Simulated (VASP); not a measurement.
Wanted: the native input for a VASP 6.6.1 run.

| Quantity | Value |
| --- | --- |
| Task | single point |
| Functional | PBE |
| Potentials or basis | VASP PAW PBE potentials, release 64 (Rh_pv) |
| Cutoff | 500 eV |
| k mesh | 16 × 16 × 16 |
| Occupations | fermi-dirac, width 0.1 eV |
| Spin | no spin polarisation |
| Dipole correction | no |
| Further INCAR settings | ALGO = Normal; EDIFF = 1e-06; NBANDS = 14 |

The structure of Rh lies in POSCAR:

```
Rh
1.0
   -1.5953450960      1.5953450960      1.5953450960
    1.5953450960     -1.5953450960      1.5953450960
    1.5953450960      1.5953450960     -1.5953450960
Rh
1
Direct
    0.0000000000      0.0000000000      0.0000000000
```

This cell differs from its parent crystal: volume scaled by 1.12.

One way to write it, as run:

INCAR

```
ALGO = Normal
EDIFF = 1E-6
ENCUT = 500
GGA = PE
GGA_COMPAT = F
ISIF = 2
ISMEAR = -1
LASPH = T
LCHARG = F
LREAL = F
LWAVE = F
NBANDS = 14
NELM = 120
PREC = Accurate
SIGMA = 0.1
```

KPOINTS

```
k-points
0
Gamma
  16 16 16
```

Potentials or basis: VASP PAW PBE potentials, release 64 (Rh_pv).

Run with:

```console
$ cat potpaw_PBE.64/Rh_pv/POTCAR > POTCAR
$ mpirun -np 1 vasp_std > vasp.out
```

Results of the run:

| Item | Value |
| --- | --- |
| Pressure | -19.4 GPa |

Run time: 21 s on 1 thread of AMD EPYC 9R45 (Zen 5), with other jobs on the host, peak memory 0.11 GiB.
